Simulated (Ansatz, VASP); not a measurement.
**VO2 in VASP and in Ansatz**

Contents of INCAR:

```
SYSTEM = VO2
  PREC = Accurate
  ENCUT = 600
  EDIFF = 1E-6
  ISMEAR = -1
  SIGMA = 0.03
  LREAL = .FALSE.
  LASPH = .TRUE.
  NELM = 200
  ALGO = Normal
  ISIF = 2
  LWAVE = .FALSE.
  LCHARG = .FALSE.
  ISPIN = 2
  MAGMOM = 0 2 0 0 0 0 0 0 0 0 0 0
  LORBIT = 11
  LMAXMIX = 4
  GGA = PE
  NBANDS = 66
  GGA_COMPAT = .FALSE.
```

KPOINTS

```
regular mesh
0
G
  3 3 3
  0 0 0
```

Contents of POSCAR:

```
VO2
1.0
   -4.5983000000      0.0000000000      0.0000000000
    0.0000000000     -4.5983000000     -2.8514000000
    0.0000000000     -4.5983000000      2.8514000000
V O
4 8
Direct
    0.0000000000      0.0000000000      0.0000000000
    0.0000000000      0.5000000000      0.5000000000
    0.5000000000      0.0000000000      0.5000000000
    0.5000000000      0.5000000000      0.0000000000
    0.3001000000      0.6500500000      0.6500500000
    0.3001000000      0.1500500000      0.1500500000
    0.1999000000      0.6500500000      0.1500500000
    0.1999000000      0.1500500000      0.6500500000
    0.6999000000      0.8499500000      0.8499500000
    0.6999000000      0.3499500000      0.3499500000
    0.8001000000      0.8499500000      0.3499500000
    0.8001000000      0.3499500000      0.8499500000
```

Input for Ansatz:

```yaml
crystal:
  lattice:
    - [-4.5983, 0.0, 0.0]
    - [0.0, -4.5983, -2.8514]
    - [0.0, -4.5983, 2.8514]
  atoms:
    - { symbol: V, position: [0.0, 0.0, 0.0] }
    - { symbol: V, position: [0.0, 0.5, 0.5], spin: 2.0 }
    - { symbol: V, position: [0.5, 0.0, 0.5] }
    - { symbol: V, position: [0.5, 0.5, 0.0] }
    - { symbol: O, position: [0.3001, 0.65005, 0.65005] }
    - { symbol: O, position: [0.3001, 0.15005, 0.15005] }
    - { symbol: O, position: [0.1999, 0.65005, 0.15005] }
    - { symbol: O, position: [0.1999, 0.15005, 0.65005] }
    - { symbol: O, position: [0.6999, 0.84995, 0.84995] }
    - { symbol: O, position: [0.6999, 0.34995, 0.34995] }
    - { symbol: O, position: [0.8001, 0.84995, 0.34995] }
    - { symbol: O, position: [0.8001, 0.34995, 0.84995] }
magnetization:
  spin_polarized: true
hamiltonian:
  xc: pbe
  pseudopotentials: { kind: paw }
basis:
  ecutwfc: 420
kpoints:
  mp_grid: { grid: [3, 3, 3] }
scf:
  occupations: { method: fermi_dirac, width: 0.03 }
  lower_state_search: "off"
output:
  forces: true
  stress: true
  write_density: true
  write_potential: true
  elf: true
  volumetric_format: npy
```

Alike in both runs: task single point; functional PBE; k mesh 3 × 3 × 3; occupations fermi-dirac, width 0.03 eV; collinear spin.

|  | VASP | Ansatz |
| --- | --- | --- |
| version | VASP 6.6.1 | Ansatz 0.2.0 |
| potentials or method | VASP PAW PBE potentials, release 64 (V_sv, O), cutoff 600 eV | PAW, plane waves, scalar-relativistic |
| valence electrons in the cell | 100 | 100 |

Ansatz gave:

| Item | Value |
| --- | --- |
| pressure (GPa) | -2.6 |
| traceless stress, the component that is largest in VASP (GPa) | -0.54 |
| rms of the force components (eV/Å) | 0.004 |
| net moment per atom (μB) | 0.33 |
| size of the moment on the site where the two differ most (μB) | 0.84 |

Which values does VASP return?

Pressure (GPa): -1.9; traceless stress, the component that is largest in VASP (GPa): -0.30; rms of the force components (eV/Å): 0.017; net moment per atom (μB): 0.33; size of the moment on the site where the two differ most (μB): 1.05.

Site moments also hang on the region over which each program counts them. Atom by atom the forces differ by 0.013 eV/Å (rms over components). With one functional, cell and mesh, what is left measures potentials, basis and numerics.

The k mesh is coarse, so the values compare programs but aren't converged.
